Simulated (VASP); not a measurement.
# HfB2 (P6/mmm) in VASP: a series of runs, part 2 of 3

VASP 6.6.1. The steps go on from the part before.

## (3) Single point, PBE+U

This run uses another cell than the first one, of 10.14 Å³/atom, 1.005 times its volume.

INCAR reads:

```
PREC = Accurate
ENCUT = 520
EDIFF = 1E-7
ISMEAR = -1
SIGMA = 0.05
LREAL = F
LASPH = T
NELM = 150
ALGO = Normal
ISIF = 2
LWAVE = F
LCHARG = F
LMAXMIX = 4
LDAU = T
LDAUTYPE = 2
LDAUL = 2 -1
LDAUU = 4 0
LDAUJ = 0 0
LDAUPRINT = 1
GGA = PE
NBANDS = 15
```

KPOINTS reads:

```
regular mesh
0
Gamma
  10 10 8
```

POSCAR reads:

```
HfB2
1.0
    3.1500687268      0.0000000000      0.0000000000
   -1.5750343634      2.7280395410      0.0000000000
    0.0000000000      0.0000000000      3.5392202254
Hf B
1 2
Direct
    0.0000000000      0.0000000000      0.0000000000
    0.6666666667      0.3333333333      0.5000000000
    0.3333333333      0.6666666667      0.5000000000
```

Potentials or basis: VASP PAW PBE potentials, release 64 (Hf_pv, B).

Run with:

```console
> cat potpaw_PBE.64/Hf_pv/POTCAR potpaw_PBE.64/B/POTCAR > POTCAR
> mpirun -np 1 vasp_std > vasp.out
```

OUTCAR:

```text
PREC = Accurate
   ENCUT = 520
   EDIFF = 1E-7
   ISMEAR = -1
   LREAL = F
   LASPH = T
   NELM = 150
   ISIF = 2
   GGA = PE

 ion  position               nearest neighbor table
   1  0.000  0.000  0.000-   2 2.54   3 2.54   2 2.54   3 2.54   3 2.54   3 2.54   2 2.54   2 2.54
                             2 2.54   2 2.54   3 2.54   3 2.54
   2  0.667  0.333  0.500-   3 1.82   3 1.82   3 1.82   1 2.54   1 2.54   1 2.54   1 2.54   1 2.54
                             1 2.54
   3  0.333  0.667  0.500-   2 1.82   2 1.82   2 1.82   1 2.54   1 2.54   1 2.54   1 2.54   1 2.54
                             1 2.54

  LATTYP: Found a hexagonal cell.
 ALAT       =     3.1500687268
 C/A-ratio  =     1.1235374629

  Lattice vectors:

 A1 = (   3.1500687268,   0.0000000000,   0.0000000000)
 A2 = (  -1.5750343634,   2.7280395410,   0.0000000000)
 A3 = (   0.0000000000,   0.0000000000,   3.5392202254)

Analysis of symmetry for initial positions (statically):
=====================================================================
 Subroutine PRICEL returns:
 Original cell was already a primitive cell.

 Routine SETGRP: Setting up the symmetry group for a
 hexagonal supercell.

 Subroutine GETGRP returns: Found 24 space group operations
 (whereof 24 operations were pure point group operations)
 out of a pool of 24 trial point group operations.

The static configuration has the point symmetry D_6h.

Analysis of symmetry for dynamics (positions and initial velocities):
=====================================================================
 Subroutine PRICEL returns:
 Original cell was already a primitive cell.

 Routine SETGRP: Setting up the symmetry group for a
 hexagonal supercell.

 Subroutine GETGRP returns: Found 24 space group operations
 (whereof 24 operations were pure point group operations)
 out of a pool of 24 trial point group operations.

The dynamic configuration has the point symmetry D_6h.

 Subroutine INISYM returns: Found 24 space group operations
 (whereof 24 operations are pure point group operations),
 and found     1 'primitive' translations

----------------------------------------------------------------------------------------

                                     Primitive cell

  volume of cell :      30.4143

  direct lattice vectors                    reciprocal lattice vectors
     3.150068727  0.000000000  0.000000000     0.317453391  0.183281801  0.000000000
    -1.575034363  2.728039541  0.000000000     0.000000000  0.366563602  0.000000000
     0.000000000  0.000000000  3.539220225     0.000000000  0.000000000  0.282548114

  length of vectors
     3.150068727  3.150068727  3.539220225     0.366563602  0.366563602  0.282548114

  position of ions in fractional coordinates (direct lattice)
     0.000000000  0.000000000  0.000000000
     0.666666667  0.333333333  0.500000000
     0.333333333  0.666666667  0.500000000

  ion indices of the primitive-cell ions
   primitive index   ion index
                 1           1
[... 98 lines left out ...]
   LORBIT       =      0    0 simple, 1 ext, 2 COOP (PROOUT), +10 PAW based schemes
 LDA+U is selected, type is set to LDAUTYPE =  2
   angular momentum for each species LDAUL =     2   -1
   U (eV)           for each species LDAUU =   4.0  0.0
   J (eV)           for each species LDAUJ =   0.0  0.0
   GGA     = PE    functional components
   LHFCALC =     F    Hartree Fock is set to
   AEXX    =    0.0000 exact exchange contribution
   IVDW    =     0    specifies the selected vdW correction
   LEPSILON=     F    determine dielectric tensor
   LRPA    =     F    only Hartree local field effects (RPA)
 non-spin polarized calculation
  energy-cutoff  :      520.00
  volume of cell :       30.41
 maximum number of plane-waves:       836
 NGX is ok and might be reduce to    24
   NGX = 11   NGY = 11   NGZ = 13

atom =   1  type =  1  l = 2

 onsite density matrix

spin component  1

  0.1792  0.0000  0.0000 -0.0000  0.0000
  0.0000  0.1668 -0.0000 -0.0000  0.0000
  0.0000 -0.0000  0.1515 -0.0000 -0.0000
 -0.0000 -0.0000 -0.0000  0.1668 -0.0000
  0.0000  0.0000 -0.0000 -0.0000  0.1792

spin component  2

  0.1792  0.0000  0.0000 -0.0000  0.0000
  0.0000  0.1668 -0.0000 -0.0000  0.0000
  0.0000 -0.0000  0.1515 -0.0000 -0.0000
 -0.0000 -0.0000 -0.0000  0.1668 -0.0000
  0.0000  0.0000 -0.0000 -0.0000  0.1792

 occupancies and eigenvectors

  o =  0.1515  v =  0.0000 -0.0000  1.0000 -0.0000  0.0000  0.0000  0.0000  0.0000  0.0000  0.0000      0.0000  0.0000  0.0000  0.0000  0.0000  0.0000  0.0000  0.0000  0.0000  0.0000
  o =  0.1515  v =  0.0000  0.0000  0.0000  0.0000  0.0000  0.0000 -0.0000  1.0000 -0.0000  0.0000      0.0000  0.0000  0.0000  0.0000  0.0000  0.0000  0.0000  0.0000  0.0000  0.0000
  o =  0.1668  v =  0.0000  1.0000  0.0000  0.0000 -0.0000  0.0000  0.0000  0.0000  0.0000  0.0000      0.0000  0.0000  0.0000  0.0000  0.0000  0.0000  0.0000  0.0000  0.0000  0.0000
  o =  0.1668  v =  0.0000  0.0000  0.0000  0.0000  0.0000  0.0000  1.0000  0.0000  0.0000 -0.0000      0.0000  0.0000  0.0000  0.0000  0.0000  0.0000  0.0000  0.0000  0.0000  0.0000
  o =  0.1668  v =  0.0000  0.0000 -0.0000 -1.0000  0.0000  0.0000  0.0000  0.0000  0.0000  0.0000      0.0000  0.0000  0.0000  0.0000  0.0000  0.0000  0.0000  0.0000  0.0000  0.0000
  o =  0.1668  v =  0.0000  0.0000  0.0000  0.0000  0.0000  0.0000  0.0000 -0.0000 -1.0000  0.0000      0.0000  0.0000  0.0000  0.0000  0.0000  0.0000  0.0000  0.0000  0.0000  0.0000
  o =  0.1792  v =  1.0000  0.0000  0.0000  0.0000  0.0000  0.0000  0.0000  0.0000  0.0000  0.0000      0.0000  0.0000  0.0000  0.0000  0.0000  0.0000  0.0000  0.0000  0.0000  0.0000
  o =  0.1792  v =  0.0000  0.0000  0.0000  0.0000  0.0000  1.0000  0.0000  0.0000  0.0000  0.0000      0.0000  0.0000  0.0000  0.0000  0.0000  0.0000  0.0000  0.0000  0.0000  0.0000
  o =  0.1792  v =  0.0000  0.0000  0.0000  0.0000  0.0000  0.0000  0.0000 -0.0000  0.0000  1.0000      0.0000  0.0000  0.0000  0.0000  0.0000  0.0000  0.0000  0.0000  0.0000  0.0000
  o =  0.1792  v =  0.0000  0.0000 -0.0000  0.0000  1.0000  0.0000  0.0000  0.0000  0.0000  0.0000      0.0000  0.0000  0.0000  0.0000  0.0000  0.0000  0.0000  0.0000  0.0000  0.0000

 number of electron      15.9999998 magnetization

 Free energy of the ion-electron system (eV)
  ---------------------------------------------------
  ext. energy  EPLUGINS =         0.00000000
  ---------------------------------------------------
  free energy    TOTEN  =       -23.48718375 eV

  energy without entropy =      -23.48464714  energy(sigma->0) =      -23.48591545

 E-fermi :   7.9605     XC(G=0): -12.4903

 val. band max:        7.8984129321   @ k =   0.2000   0.2000   0.1250
 cond. band min:       8.0963628269   @ k =   0.0000   0.0000   0.2500
 fundamental gap:      0.1979498947
 Fermi energy:         7.9604930809

 k-point     1 :       0.0000    0.0000    0.0000
  band No.  band energies     occupation
      1     -23.6770      2.00000
      2     -23.2057      2.00000
      3     -23.2057      2.00000
      4      -5.9901      2.00000
      5       4.7094      2.00000
      6       5.0057      2.00000
      7       5.1755      2.00000
      8       5.1755      2.00000
      9      12.3264      0.00000
     10      12.3264      0.00000
     11      12.5555      0.00000
     12      12.5555      0.00000
     13      12.6486      0.00000
     14      12.6639      0.00000
[... 401 lines left out ...]
      2     -23.5836      2.00000
      3     -23.4055      2.00000
      4      -2.1694      2.00000
      5      -0.7684      2.00000
      6       3.2378      2.00000
      7       4.1372      2.00000
      8       5.8448      2.00000
      9       8.9825      0.00000
     10      12.0366      0.00000
     11      12.1392      0.00000
     12      14.4234      0.00000
     13      15.0211      0.00000
     14      16.0485      0.00000
     15      18.4964      0.00000

 [... further k-points ...]
[... 5 lines left out ...]
  --------------------------------------------------------------------------------------
  -------------------------------------------------------------------------------------
  Total        1.2560837      1.2560837      1.2864535      0.0000000     -0.0000000      0.0000000
  in kB       66.1684403     66.1684403     67.7682725      0.0000000     -0.0000000      0.0000000
  external PRESSURE =      66.7017177 kB  Pullay stress =       0.0000000 kB

 VOLUME and BASIS-vectors are now :
 -----------------------------------------------------------------------------
  energy-cutoff  :      520.00
  volume of cell :       30.41
      direct lattice vectors                 reciprocal lattice vectors
     3.150068727  0.000000000  0.000000000     0.317453391  0.183281801  0.000000000
    -1.575034363  2.728039541  0.000000000     0.000000000  0.366563602  0.000000000
     0.000000000  0.000000000  3.539220225     0.000000000  0.000000000  0.282548114

 POSITION                                       TOTAL-FORCE (eV/Angst)
 -----------------------------------------------------------------------------------
      0.00000      0.00000      0.00000        -0.000000      0.000000      0.000000
      1.57503      0.90935      1.76961         0.000000      0.000000      0.000000
     -0.00000      1.81869      1.76961        -0.000000     -0.000000      0.000000
 -----------------------------------------------------------------------------------
    total drift:                               -0.000000      0.000000      0.000000

  FREE ENERGIE OF THE ION-ELECTRON SYSTEM (eV)
  ---------------------------------------------------
  free  energy   TOTEN  =       -23.4871837517 eV

  energy  without entropy=      -23.4846471386  energy(sigma->0) =      -23.48591545
```

OSZICAR:

```text
N       E                     dE             d eps       ncg     rms          rms(c)
DAV:   1     0.301244986860E+02    0.30124E+02   -0.80161E+03  2100   0.101E+03
DAV:   2    -0.250118700219E+02   -0.55136E+02   -0.51800E+02  2797   0.218E+02
DAV:   3    -0.265202255242E+02   -0.15084E+01   -0.15014E+01  2807   0.263E+01
DAV:   4    -0.265267606864E+02   -0.65352E-02   -0.65342E-02  2387   0.211E+00
DAV:   5    -0.265268007298E+02   -0.40043E-04   -0.40037E-04  2814   0.144E-01    0.507E+01
DAV:   6    -0.236583061024E+02    0.28685E+01   -0.35449E+00  2583   0.132E+01    0.389E+01
DAV:   7    -0.235561877544E+02    0.10212E+00   -0.13362E+00  2681   0.818E+00    0.150E+01
DAV:   8    -0.234932316237E+02    0.62956E-01   -0.30169E-01  2492   0.400E+00    0.284E+00
DAV:   9    -0.234872061306E+02    0.60255E-02   -0.22877E-02  2492   0.118E+00    0.389E-01
DAV:  10    -0.234871862638E+02    0.19867E-04   -0.85972E-04  2716   0.212E-01    0.364E-01
DAV:  11    -0.234871881909E+02   -0.19271E-05   -0.73383E-05  2611   0.671E-02    0.183E-01
DAV:  12    -0.234871835143E+02    0.46766E-05   -0.82827E-06  2570   0.246E-02    0.215E-02
DAV:  13    -0.234871837741E+02   -0.25978E-06   -0.42563E-07  2618   0.551E-03    0.860E-03
DAV:  14    -0.234871837517E+02    0.22393E-07   -0.73318E-09  1267   0.660E-04
   1 F= -.23487184E+02 E0= -.23485915E+02  d E =-.253661E-02
```

Wall time 41 s (1 thread of Intel Xeon 8259CL, shared host); peak memory 0.17 GiB.

What came out:

```
Free energy            : -23.4872 eV
Pressure               : 6.7 GPa
Band gap on the k mesh : zero (band 8 reaches 8.85 eV, above the bottom of band 9 at 7.80 eV)
```

Eigenvalues of the final occupation matrices:
| site | spin | trace | eigenvalues |
| --- | --- | --- | --- |
| site 1 d | 1 | 0.84 | 0.15 0.17 0.17 0.18 0.18 |
| site 1 d | 2 | 0.84 | 0.15 0.17 0.17 0.18 0.18 |

Caveat: spin-orbit coupling is left out, which moves the levels of the heavy elements; U without spin polarisation on a metal has little footing; the U is typed as a test and isn't derived for this compound.

[end of part 2 of 3]
